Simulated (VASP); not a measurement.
Here is a VASP 6.6.1 calculation.

File INCAR:

```
PREC     = Accurate       # precision mode
ENCUT    = 520            # plane-wave cutoff, eV
EDIFF    = 1E-6           # SCF threshold, eV
ISMEAR   = 0              # smearing method
SIGMA    = 0.05           # smearing width, eV
LREAL    = False          # projectors in reciprocal space
LASPH    = True           # aspherical terms in the spheres
NELM     = 150            # most SCF steps
ALGO     = Fast           # electronic algorithm
ISIF     = 2              # what is computed and relaxed
LWAVE    = False          # write WAVECAR
LCHARG   = False          # write CHGCAR
ISPIN    = 2              # spin polarisation
MAGMOM   = 0 0 0 0 0 0 0 0 2 # initial moments
LORBIT   = 11             # projections on sites
LDIPOL   = True         
IDIPOL   = 3            
DIPOL    = 0.5 0.5 0.374
GGA      = PE             # functional
NBANDS   = 33             # bands
```

Contents of KPOINTS:

```
Automatic mesh
0
Gamma
  9 9 1
```

File POSCAR:

```
Si8O
1.0
    3.8510821792      0.0000000000      0.0000000000
   -1.9255410896      3.3351349992      0.0000000000
    0.0000000000      0.0000000000     25.7458745107
Si O
8 1
Direct
    0.6666666667      0.3333333333      0.1553646973
    0.3333333333      0.6666666667      0.1864797868
    0.3333333333      0.6666666667      0.2789705438
    0.6666666667      0.3333333333      0.3100856332
    0.6666666667      0.3333333333      0.4023777075
    0.3333333333      0.6666666667      0.4328816163
    0.3333333333      0.6666666667      0.5270845181
    0.6666666667      0.3333333333      0.5533264953
    1.0000000000      1.0000000000      0.5174445899
```

Potentials or basis: VASP PAW PBE potentials, release 64 (Si, O).

Run with:

```console
$ cat potpaw_PBE.64/Si/POTCAR potpaw_PBE.64/O/POTCAR > POTCAR
$ mpirun -np 1 vasp_std > vasp.out
```

**Question.** Estimate the site moments.

**Answer.** Si -0.23, -0.02, -0.05, -0.01, -0.00, +0.00 (each value once); O -0.00 μB.

**Question.** Estimate the largest force.

**Answer.** 0.550 eV/Å.

**Question.** Estimate the net moment.

**Answer.** -0.94 μB per cell.

Forces in eV/Å, atoms in the order of the input:
```
Si   0.000  0.000  0.418
Si   0.000  0.000 -0.550
Si   0.000  0.000  0.131
Si   0.000  0.000 -0.049
Si   0.000  0.000  0.130
Si   0.000  0.000  0.074
Si   0.000  0.000 -0.542
Si   0.000  0.000  0.392
O    0.000  0.000 -0.005
```

Caveat: a moment this small can come from the mesh or the smearing.
